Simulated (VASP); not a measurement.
# Li16B (a cell with a defect) in VASP: single point with PBE

Aim: the single point of Li16B (a cell with a defect) with PBE.

Program: VASP 6.6.1. These are calculated values, not measurements. Logs are shortened: lines on timing, memory, paths and dates and some standing lists are left out, and cuts for length are marked.

### Step 1. The cell of the first run

The cell holds a defect, 17 atoms: a = 6.980 Å, b = 6.980 Å, c = 6.980 Å, α = 90.00°, β = 90.00°, γ = 90.00°.

### Step 2. Single point, PBE

File INCAR:

```
PREC = Accurate
ENCUT = 520
EDIFF = 1E-7
ISMEAR = 0
SIGMA = 0.05
LREAL = Auto
LASPH = True
NELM = 60
ALGO = Normal
ISIF = 2
LWAVE = False
LCHARG = False
GGA = PE
NBANDS = 40
```

File KPOINTS:

```
Automatic mesh
0
Gamma
  4 4 4
```

File POSCAR:

```
Li16B
1.0
    6.9800000000      0.0000000000      0.0000000000
    0.0000000000      6.9800000000      0.0000000000
    0.0000000000      0.0000000000      6.9800000000
Li B
16 1
Direct
   -0.0111081662      0.0325640401     -0.0136381089
    0.5163328080      0.0257186246     -0.0235987106
   -0.0007134670      0.4981011461      0.0307200573
    0.0003189112     -0.0432257880      0.4600485673
    0.2507359599      0.2145689112      0.2520520057
    0.5019492837      0.4664126074     -0.0035346705
    0.4992252149     -0.0085565903      0.5382931232
    0.7493683381      0.2269462751      0.2638987106
    0.0096722063      0.5535255014      0.4374964183
    0.2986038682      0.7645287966      0.2333511461
    0.2211577364      0.2603073066      0.7294959885
    0.4877598854      0.5026342407      0.5153000000
    0.7047830946      0.7517540115      0.2479627507
    0.7796375358      0.2713128940      0.7179113181
    0.2264037249      0.7526064470      0.8116888252
    0.7721959885      0.7423808023      0.7984209169
    0.0002607450      0.7837879656      0.1695032951
```

Potentials or basis: VASP PAW PBE potentials, release 64 (Li_sv, B).

On the command line:

```console
> cat potpaw_PBE.64/Li_sv/POTCAR potpaw_PBE.64/B/POTCAR > POTCAR
> mpirun -np 1 vasp_std > vasp.out
```

OUTCAR:

```text
PREC = Accurate
   ENCUT = 520
   EDIFF = 1E-7
   ISMEAR = 0
   LREAL = Auto
   LASPH = True
   NELM = 60
   ISIF = 2
   GGA = PE

 ion  position               nearest neighbor table
   1  0.989  0.033  0.986-  17 2.16
   2  0.516  0.026  0.976-
   3  0.999  0.498  0.031-  17 2.22
   4  0.000  0.957  0.460-  17 2.36
   5  0.251  0.215  0.252-
   6  0.502  0.466  0.996-
   7  0.499  0.991  0.538-
   8  0.749  0.227  0.264-
   9  0.010  0.554  0.437-
  10  0.299  0.765  0.233-  17 2.13
  11  0.221  0.260  0.729-
  12  0.488  0.503  0.515-
  13  0.705  0.752  0.248-  17 2.15
  14  0.780  0.271  0.718-
  15  0.226  0.753  0.812-
  16  0.772  0.742  0.798-
  17  0.000  0.784  0.170-  10 2.13  13 2.15   1 2.16   3 2.22   4 2.36

  LATTYP: Found a simple cubic cell.
 ALAT       =     6.9800000000

  Lattice vectors:

 A1 = (   6.9800000000,   0.0000000000,   0.0000000000)
 A2 = (   0.0000000000,   6.9800000000,   0.0000000000)
 A3 = (   0.0000000000,   0.0000000000,   6.9800000000)

Analysis of symmetry for initial positions (statically):
=====================================================================
 Subroutine PRICEL returns:
 Original cell was already a primitive cell.

 Routine SETGRP: Setting up the symmetry group for a
 simple cubic supercell.

 Subroutine GETGRP returns: Found  1 space group operations
 (whereof  1 operations were pure point group operations)
 out of a pool of 48 trial point group operations.

The static configuration has the point symmetry C_1 .

Analysis of symmetry for dynamics (positions and initial velocities):
=====================================================================
 Subroutine PRICEL returns:
 Original cell was already a primitive cell.

 Routine SETGRP: Setting up the symmetry group for a
 simple cubic supercell.

 Subroutine GETGRP returns: Found  1 space group operations
 (whereof  1 operations were pure point group operations)
 out of a pool of 48 trial point group operations.

The dynamic configuration has the point symmetry C_1 .

 Subroutine INISYM returns: Found  1 space group operations
 (whereof  1 operations are pure point group operations),
 and found     1 'primitive' translations

----------------------------------------------------------------------------------------

                                     Primitive cell

  volume of cell :     340.0684

  direct lattice vectors                    reciprocal lattice vectors
     6.980000000  0.000000000  0.000000000     0.143266476  0.000000000  0.000000000
     0.000000000  6.980000000  0.000000000     0.000000000  0.143266476  0.000000000
     0.000000000  0.000000000  6.980000000     0.000000000  0.000000000  0.143266476

  length of vectors
     6.980000000  6.980000000  6.980000000     0.143266476  0.143266476  0.143266476

  position of ions in fractional coordinates (direct lattice)
     0.988891834  0.032564040  0.986361891
     0.516332808  0.025718625  0.976401289
     0.999286533  0.498101146  0.030720057
     0.000318911  0.956774212  0.460048567
     0.250735960  0.214568911  0.252052006
     0.501949284  0.466412607  0.996465329
[... 9 lines left out ...]
     0.772195989  0.742380802  0.798420917
     0.000260745  0.783787966  0.169503295

  ion indices of the primitive-cell ions
   primitive index   ion index
                 1           1
                 2           2
                 3           3
                 4           4
                 5           5
                 6           6
[... 9 lines left out ...]
                16          16
                17          17

----------------------------------------------------------------------------------------

 KPOINTS: Automatic mesh

Automatic generation of k-mesh.
 Grid dimensions read from file:
 generate k-points for:    4    4    4

 Generating k-lattice:

  Cartesian coordinates                     Fractional coordinates (reciprocal lattice)
     0.035816619  0.000000000  0.000000000     0.250000000  0.000000000  0.000000000
     0.000000000  0.035816619  0.000000000     0.000000000  0.250000000  0.000000000
     0.000000000  0.000000000  0.035816619     0.000000000  0.000000000  0.250000000

  Length of vectors
     0.035816619  0.035816619  0.035816619

  Shift w.r.t. Gamma in fractional coordinates (k-lattice)
     0.000000000  0.000000000  0.000000000

 Subroutine IBZKPT returns following result:
 ===========================================

 Found     36 irreducible k-points:

 Following reciprocal coordinates:
            Coordinates               Weight
  0.000000  0.000000  0.000000      1.000000
  0.250000  0.000000  0.000000      2.000000
  0.000000  0.250000  0.000000      2.000000
  0.000000  0.000000  0.250000      2.000000
  0.500000  0.000000  0.000000      1.000000
  0.000000  0.500000  0.000000      1.000000
[... 16 lines left out ...]
  0.250000  0.250000  0.250000      2.000000
 -0.250000  0.250000  0.250000      2.000000
 [... further k-points ...]
   k-points           NKPTS =     36   k-points in BZ     NKDIM =     36   number of bands    NBANDS=     40
   number of dos      NEDOS =    301   number of ions     NIONS =     17
   total plane-waves  NPLWV = 157464
   dimension x,y,z NGX =    54 NGY =   54 NGZ =   54
   dimension x,y,z NGXF=   108 NGYF=  108 NGZF=  108
   ions per type =              16   1
   NGX,Y,Z   is equivalent  to a cutoff of  12.86, 12.86, 12.86 a.u.
   NGXF,Y,Z  is equivalent  to a cutoff of  25.72, 25.72, 25.72 a.u.
 SYSTEM =  unknown system
   PREC   = accura    normal or accurate (medium, high low for compatibility)
   ISTART =      0    job   : 0-new  1-cont  2-samecut
   ICHARG =      2    charge: 1-file 2-atom 10-const
   ISPIN  =      1    spin polarized calculation?
   LNONCOLLINEAR =      F non collinear calculations
   LSORBIT =      F    spin-orbit coupling
   LASPH  =      T    aspherical Exc in radial PAW
   ENCUT  =  520.0 eV  38.22 Ry    6.18 a.u.  12.98 12.98 12.98*2*pi/ulx,y,z
   NELM   =     60;   NELMIN=  2; NELMDL= -5     # of ELM steps
   EDIFF  = 0.1E-06   stopping-criterion for ELM
   LREAL  =      T    real-space projection
   EDIFFG = 0.1E-05   stopping-criterion for IOM
   NSW    =      0    number of steps for IOM
   IBRION =     -1    ionic relax: 0-MD 1-quasi-New 2-CG
   NFREE  =      0    steps in history (QN), initial steepest desc. (CG)
   ISIF   =      2    stress and relaxation
   ISYM   =      2    0-nonsym 1-usesym 2-fastsym
   POTIM  = 0.5000    time-step for ionic-motion
   TEBEG  =    0.0;   TEEND  =   0.0 temperature during run
   PSTRESS=    0.0 pullay stress
   NELECT =      51.0000    total number of electrons
   NUPDOWN=      -1.0000    fix difference up-down
   EMIN   =  10.00;   EMAX   =-10.00  energy-range for DOS
   EFERMI =   0.00;   METHOD = LEGACY
   ISMEAR =     0;   SIGMA  =   0.05  broadening in eV -4-tet -1-fermi 0-gaus
   EFERMI_NEDOS =   21; number of points for ismear=-14 and -15
   IALGO  =     38    algorithm
   IMIX   =      4    mixing-type and parameters
     AMIX     =   0.40;   BMIX     =  1.00
     AMIX_MAG =   1.60;   BMIX_MAG =  1.00
  volume/ion in A,a.u.               =      20.00       134.99
  Fermi-wavevector in a.u.,A,eV,Ry     =   0.869780  1.643646 10.293044  0.756517
  Thomas-Fermi vector in A             =   1.988651
   LORBIT       =      0    0 simple, 1 ext, 2 COOP (PROOUT), +10 PAW based schemes
   GGA     = PE    functional components
   LHFCALC =     F    Hartree Fock is set to
   AEXX    =    0.0000 exact exchange contribution
   IVDW    =     0    specifies the selected vdW correction
   LEPSILON=     F    determine dielectric tensor
   LRPA    =     F    only Hartree local field effects (RPA)
 non-spin polarized calculation
 Gauss-broadening in eV      SIGMA  =   0.05
  energy-cutoff  :      520.00
  volume of cell :      340.07
 maximum number of plane-waves:      9183
 NGX is ok and might be reduce to    54
   NGX = 25   NGY = 25   NGZ = 25

 number of electron      51.0000002 magnetization

 Free energy of the ion-electron system (eV)
  ---------------------------------------------------
  ext. energy  EPLUGINS =         0.00000000
  ---------------------------------------------------
  free energy    TOTEN  =       -35.24339821 eV

  energy without entropy =      -35.23425587  energy(sigma->0) =      -35.23882704

 E-fermi :   0.5656     XC(G=0):  -7.0763

 val. band max:        0.5647241050   @ k =   0.5000   0.0000   0.5000
 cond. band min:       0.5860331360   @ k =  -0.2500   0.2500   0.5000
 fundamental gap:      0.0213090310
 Fermi energy:         0.5655999910

 k-point     1 :       0.0000    0.0000    0.0000
  band No.  band energies     occupation
      1     -46.1785      2.00000
      2     -46.1702      2.00000
      3     -46.1496      2.00000
      4     -46.1316      2.00000
      5     -46.1259      2.00000
      6     -46.0978      2.00000
[... 29 lines left out ...]
     36       3.7129      0.00000
     37       3.8146      0.00000

 k-point     2 :       0.2500    0.0000    0.0000
  band No.  band energies     occupation
      1     -46.1785      2.00000
      2     -46.1703      2.00000
      3     -46.1496      2.00000
      4     -46.1316      2.00000
      5     -46.1259      2.00000
      6     -46.0978      2.00000
[... 29 lines left out ...]
     36       3.7420      0.00000
     37       3.8892      0.00000

 k-point     3 :       0.0000    0.2500    0.0000
  band No.  band energies     occupation
      1     -46.1785      2.00000
      2     -46.1702      2.00000
      3     -46.1496      2.00000
      4     -46.1315      2.00000
      5     -46.1260      2.00000
      6     -46.0978      2.00000
[... 29 lines left out ...]
     36       3.7633      0.00000
     37       3.8419      0.00000
[... 761 lines left out ...]
 k-point    23 :       0.2500    0.2500    0.2500
  band No.  band energies     occupation
      1     -46.1785      2.00000
      2     -46.1703      2.00000
      3     -46.1496      2.00000
      4     -46.1315      2.00000
      5     -46.1261      2.00000
      6     -46.0978      2.00000
[... 29 lines left out ...]
     36       3.5591      0.00000
     37       4.3649      0.00000

 k-point    24 :      -0.2500    0.2500    0.2500
  band No.  band energies     occupation
      1     -46.1785      2.00000
      2     -46.1703      2.00000
      3     -46.1496      2.00000
      4     -46.1315      2.00000
      5     -46.1261      2.00000
      6     -46.0978      2.00000
[... 29 lines left out ...]
     36       3.5803      0.00000
     37       4.3742      0.00000

 [... further k-points ...]

 [bands above 37 left out]

------------------------ aborting loop because EDIFF is reached ----------------------------------------

  FORCE on cell =-STRESS in cart. coord.  units (eV):
  Direction    XX          YY          ZZ          XY          YZ          ZX
  --------------------------------------------------------------------------------------
  -------------------------------------------------------------------------------------
  Total       -0.4725341     -1.5637762     -2.9384299      0.0726897     -0.6721999     -0.1206951
  in kB       -2.2262681     -7.3674793    -13.8439382      0.3424659     -3.1669615     -0.5686356
  external PRESSURE =      -7.8125619 kB  Pullay stress =       0.0000000 kB

 VOLUME and BASIS-vectors are now :
 -----------------------------------------------------------------------------
  energy-cutoff  :      520.00
  volume of cell :      340.07
      direct lattice vectors                 reciprocal lattice vectors
     6.980000000  0.000000000  0.000000000     0.143266476  0.000000000  0.000000000
     0.000000000  6.980000000  0.000000000     0.000000000  0.143266476  0.000000000
     0.000000000  0.000000000  6.980000000     0.000000000  0.000000000  0.143266476

 POSITION                                       TOTAL-FORCE (eV/Angst)
 -----------------------------------------------------------------------------------
      6.90246      0.22730      6.88481         0.001372      0.053829     -0.003217
      3.60400      0.17952      6.81528        -0.001352     -0.000296      0.009164
      6.97502      3.47675      0.21443         0.001331     -0.050765     -0.005304
      0.00223      6.67828      3.21114        -0.004186     -0.002573     -0.038456
      1.75014      1.49769      1.75932         0.005873     -0.010469      0.008235
      3.50361      3.25556      6.95533        -0.008977     -0.000917     -0.001430
[... 9 lines left out ...]
      5.38993      5.18182      5.57298         0.044249      0.009669      0.072632
      0.00182      5.47084      1.18313        -0.003392     -0.005992     -0.096090
 -----------------------------------------------------------------------------------
    total drift:                               -0.006027     -0.004983     -0.000286

  FREE ENERGIE OF THE ION-ELECTRON SYSTEM (eV)
  ---------------------------------------------------
  free  energy   TOTEN  =       -35.2433982135 eV

  energy  without entropy=      -35.2342558714  energy(sigma->0) =      -35.23882704
```

It took 8 min on 1 thread of Intel Xeon 6975P-C (Granite Rapids), shared host; peak memory 0.53 GiB.

Results:

- Free energy: -35.2434 eV
- Largest force: 0.096 eV/Å
- Band gap on the k mesh: zero (an odd number of electrons rules out a gap without spin polarisation)

Forces in eV/Å, atoms in the order of the input:
```
Li   0.001  0.054 -0.003
Li  -0.001  0.000  0.009
Li   0.001 -0.051 -0.005
Li  -0.004 -0.003 -0.038
Li   0.006 -0.010  0.008
Li  -0.009 -0.001 -0.001
Li   0.005 -0.013  0.021
Li  -0.014 -0.014  0.004
Li  -0.001  0.004 -0.028
Li   0.016 -0.006  0.018
Li  -0.004  0.003 -0.026
Li   0.012  0.020  0.018
Li   0.002 -0.002 -0.003
Li   0.001  0.003 -0.017
Li  -0.053  0.013  0.069
Li   0.044  0.010  0.073
B   -0.003 -0.006 -0.096
```

Levels at points of the mesh, in eV from the Fermi level:
```tsv
k point	band 23	band 24	band 25	band 26	band 27	band 28	band 29	band 30
(0.00, 0.00, 0.00)	-1.07	-0.33	-0.26	-0.05	0.23	0.34	0.43	0.95
(0.50, 0.00, 0.00)	-0.61	-0.57	-0.56	-0.51	0.25	0.32	0.38	1.08
(0.00, 0.50, 0.00)	-0.60	-0.60	-0.53	-0.52	0.42	0.53	0.76	1.16
(0.00, 0.00, 0.50)	-0.59	-0.52	-0.50	-0.49	0.39	0.60	0.99	1.22
(0.50, 0.50, 0.00)	-0.56	-0.38	-0.10	-0.05	0.03	0.11	0.53	1.07
(0.00, 0.50, 0.50)	-0.45	-0.39	-0.15	0.04	0.09	0.26	0.54	0.73
(0.50, 0.00, 0.50)	-0.58	-0.33	-0.13	-0.05	0.00	0.22	0.40	1.03
(0.50, 0.50, 0.50)	-1.66	-1.65	0.27	0.39	0.48	1.25	2.23	2.36
```

Caveat: the cutoff is under 1.25 times the usual one of these potentials, so pressure, stress and relaxed cells hold a basis-set (Pulay) error.

The gap in the log of VASP goes by the Fermi energy; the results here count the filled bands.